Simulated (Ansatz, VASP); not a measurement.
# SiNi in VASP and in Ansatz

```
CELL_PARAMETERS angstrom
5.17310 0.00000 0.00000
0.00000 3.33810 0.00000
0.00000 0.00000 5.60490
ATOMIC_POSITIONS crystal
Si 0.32141 0.75000 0.08284
Si 0.17859 0.25000 0.58284
Si 0.82141 0.75000 0.41716
Si 0.67859 0.25000 0.91716
Ni 0.00835 0.25000 0.18781
Ni 0.49165 0.75000 0.68781
Ni 0.50835 0.25000 0.31219
Ni 0.99165 0.75000 0.81219
```

Alike in both runs: functional PBE; k mesh 8 × 10 × 6; occupations gaussian, width 0.1 eV; no spin polarisation.

Ansatz relaxed the structure, and its values are those at the end. VASP's run is a single point on that final structure, the one shown.

|  | VASP | Ansatz |
| --- | --- | --- |
| version | VASP 6.6.1 | Ansatz 0.2.0 |
| potentials or method | VASP PAW PBE potentials, release 64 (Si, Ni), cutoff 520 eV | scalar-relativistic, plane waves, PAW |
| valence electrons in the cell | 56 | 88 |

|  | VASP | Ansatz | Ansatz less VASP |
| --- | --- | --- | --- |
| gap on the k mesh at the Fermi level (eV) | none | none | - |
| pressure (GPa) | 1.7 | 1.8 | +0.02 |
| rms of the force components (eV/Å) | 0.005 | 0.000 | -0.0044 |

A gap of «none» marks a metal or a gap that the smearing closes. VASP's potentials hold 56 valence electrons a cell and Ansatz's 88, so a difference there can come from the potentials and not from the codes. Ansatz's warnings: stress scf threshold loose.
